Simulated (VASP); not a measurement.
Wanted: the native input for a VASP 6.6.1 run.

```yaml
Task: single point
Functional: BLYP
Dispersion: D4
Potentials_or_basis: VASP PAW PBE potentials, release 64 (C)
Cutoff: 520 eV
k_mesh: 13 × 13 × 8
Occupations: fermi-dirac, width 0.05 eV
Spin: no spin polarisation
Dipole_correction: no
Further_INCAR_settings: ALGO = Normal; EDIFF = 1e-07; NBANDS = 11
```

The structure of C lies in POSCAR:

```
C
1.0
    2.1302029618     -1.2298933507     -0.0118320269
    2.1302029618      1.2298933507     -0.0118320269
   -1.4004208873      0.0000000000      3.2320721119
C
2
Direct
    0.1665729032      0.1665729032      0.9997196461
    0.8334270968      0.8334270968      0.0002803539
```

The input as run:

INCAR

```
  AGGAC = 1.0
  AGGAX = 1.0
  ALDAC = 0.0
  ALDAX = 1.0
  ALGO = Normal
  EDIFF = 1E-7
  ENCUT = 520
  GGA = B5
  ISIF = 2
  ISMEAR = -1
  IVDW = 13
  LASPH = T
  LCHARG = F
  LREAL = F
  LWAVE = F
  NBANDS = 11
  NELM = 80
  PREC = Accurate
  SIGMA = 0.05
  VDW_A1 = 0.44488865
  VDW_A2 = 4.0933009
  VDW_S6 = 1.0
  VDW_S8 = 2.34076671
```

KPOINTS

```
k-points
0
Gamma
  13 13 8
```

Potentials or basis: VASP PAW PBE potentials, release 64 (C).

Run with:

```bash
$ cat potpaw_PBE.64/C/POTCAR > POTCAR
$ mpirun -np 1 vasp_std > vasp.out
```

It gave:

| Quantity | Value |
| --- | --- |
| Pressure | 0.4 GPa |
| Band gap on the k mesh | 0.54 eV, direct |
| Dispersion energy per atom | -0.347 eV |

Caveat: the PAW data sets were made with another functional, which shifts forces and pressure a little.

Wall time 28 s on 1 thread of Intel(R) Xeon(R) 6975P-C (Granite Rapids), on a shared host, peak memory 0.16 GiB.
